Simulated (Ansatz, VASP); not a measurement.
## KI: VASP beside Ansatz

POSCAR

```
KI
1.0
    4.0339128391      0.0000000000      0.0000000000
    0.0000000000      4.0339128391      0.0000000000
    0.0000000000      0.0000000000      4.3744864235
K I
1 1
Direct
    0.0000000000      0.0000000000      0.0000000000
    0.5000000000      0.5000000000      0.5000000000
```

File INCAR.step1:

```
SYSTEM = KI
PREC     = Accurate       ! precision mode
ENCUT    = 520            ! plane-wave cutoff, eV
ISMEAR   = 0              ! smearing method
SIGMA    = 0.01           ! smearing width, eV
LREAL    = .FALSE.        ! projectors in reciprocal space
LASPH    = .TRUE.         ! aspherical terms in the spheres
NELM     = 80             ! most SCF steps
NBANDS   = 15             ! bands
GGA      = PE             ! functional
ALGO     = Normal         ! electronic algorithm
EDIFF    = 1E-4           ! SCF threshold, eV
LWAVE    = .TRUE.         ! write WAVECAR
LCHARG   = .FALSE.        ! write CHGCAR
```

The input INCAR.step2:

```
SYSTEM = KI
PREC     = Accurate       ! precision mode
ENCUT    = 520            ! plane-wave cutoff, eV
EDIFF    = 1E-7           ! SCF threshold, eV
ISMEAR   = 0              ! smearing method
SIGMA    = 0.01           ! smearing width, eV
LREAL    = .FALSE.        ! projectors in reciprocal space
LASPH    = .TRUE.         ! aspherical terms in the spheres
NELM     = 80             ! most SCF steps
ALGO     = Normal         ! electronic algorithm
ISIF     = 2              ! what is computed and relaxed
LWAVE    = .FALSE.        ! write WAVECAR
LCHARG   = .FALSE.        ! write CHGCAR
METAGGA  = R2SCAN         ! meta-GGA
LMIXTAU  = .TRUE.       
NBANDS   = 15             ! bands
ISTART   = 1
```

Contents of KPOINTS:

```
Automatic mesh
0
G
  6 6 6
  0 0 0
```

Input for Ansatz:

```yaml
crystal:
  lattice:
    - [4.0339128391, 0.0, 0.0]
    - [0.0, 4.0339128391, 0.0]
    - [0.0, 0.0, 4.3744864235]
  atoms:
    - { symbol: K, position: [0.0, 0.0, 0.0] }
    - { symbol: I, position: [0.5, 0.5, 0.5] }
kpoints:
  mp_grid: { grid: [6, 6, 6] }
  band_path:
    path:
      - [0.0, 0.0, 0.0]
      - [0.0, 0.5, 0.0]
      - [0.5, 0.5, 0.0]
      - [0.5, 0.5, 0.5]
      - [0.0, 0.5, 0.5]
    npoints: 1
hamiltonian:
  xc: r2scan
scf:
  occupations: { method: fixed }
  n_extra_bands: 4
output:
  forces: true
  stress: true
  eigenvalues: true
```

Change from the starting cell: epitaxial_xy strain -6.0%.

Alike in both runs: task single point; functional r2SCAN; k mesh 6 × 6 × 6; no spin polarisation.

|  | VASP | Ansatz |
| --- | --- | --- |
| version | VASP 6.6.1 | Ansatz 0.2.0 |
| potentials or method | VASP PAW PBE potentials, release 64 (K_sv, I) | plane waves, PAW |
| plane-wave cutoff (eV) | 520 | 500 |
| occupations | gaussian, width 0.01 eV | fixed |
| valence electrons in the cell | 16 | 26 |

|  | VASP | Ansatz | Ansatz less VASP |
| --- | --- | --- | --- |
| gap on the k mesh at the Fermi level (eV) | 3.94 | 3.94 | +0.003 |
| pressure (GPa) | 2.1 | 2.1 | -0.01 |
| traceless stress, the component that is largest in VASP (GPa) | -2.05 | -2.05 | -0.001 |

VASP's potentials were made for PBE, not for r2SCAN. VASP's potentials hold 16 valence electrons a cell and Ansatz's 26, so a difference there can come from the potentials and not from the codes.

Spin-orbit coupling is off throughout.
